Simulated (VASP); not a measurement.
Here is a VASP 6.6.1 calculation.

POSCAR

```
Hf
1.0
    0.0000000000      2.2200000000      2.1312000000
    2.2200000000      0.0000000000      2.1312000000
    2.2200000000      2.2200000000      0.0000000000
Hf
1
Direct
    0.0000000000      0.0000000000      0.0000000000
```

File INCAR.step1:

```
SYSTEM = Hf
PREC = Accurate
ENCUT = 520
ISMEAR = 0
SIGMA = 0.15
LREAL = .FALSE.
LASPH = .TRUE.
NELM = 100
NBANDS = 11
GGA = PE
ALGO = Normal
EDIFF = 1E-4
LWAVE = .TRUE.
LCHARG = .FALSE.
```

INCAR.step2

```
SYSTEM = Hf
PREC = Accurate
ENCUT = 520
EDIFF = 1E-6
ISMEAR = 0
SIGMA = 0.15
LREAL = .FALSE.
LASPH = .TRUE.
NELM = 100
ALGO = Normal
ISIF = 2
LWAVE = .FALSE.
LCHARG = .FALSE.
METAGGA = R2SCAN
LMIXTAU = .TRUE.
NBANDS = 11
ISTART = 1
```

The input KPOINTS:

```
Automatic mesh
0
G
  18 18 18
  0 0 0
```

Potentials or basis: VASP PAW PBE potentials, release 64 (Hf_pv).

Launch:

```console
$ cat potpaw_PBE.64/Hf_pv/POTCAR > POTCAR
$ cp INCAR.step1 INCAR
$ mpirun -np 1 vasp_std > vasp.out
$ cp INCAR.step2 INCAR
$ mpirun -np 1 vasp_std > vasp.out
```

Problem. Estimate the band gap on the k mesh.

Solution. Zero (band 5 reaches 6.63 eV, above the bottom of band 6 at 4.29 eV).

Problem. What does it give for the pressure?

Solution. 7.0 GPa.

Stress tensor (GPa, compression positive):
```
6.28 0.00 0.00
0.00 6.28 0.00
0.00 0.00 8.52
```

Caveat: the cell differs from its parent crystal (strain +0.000 along x and y, -0.040 along z); the PAW data sets were made with another functional, which shifts forces and pressure a little; spin-orbit coupling is left out, which moves the levels of the heavy elements.
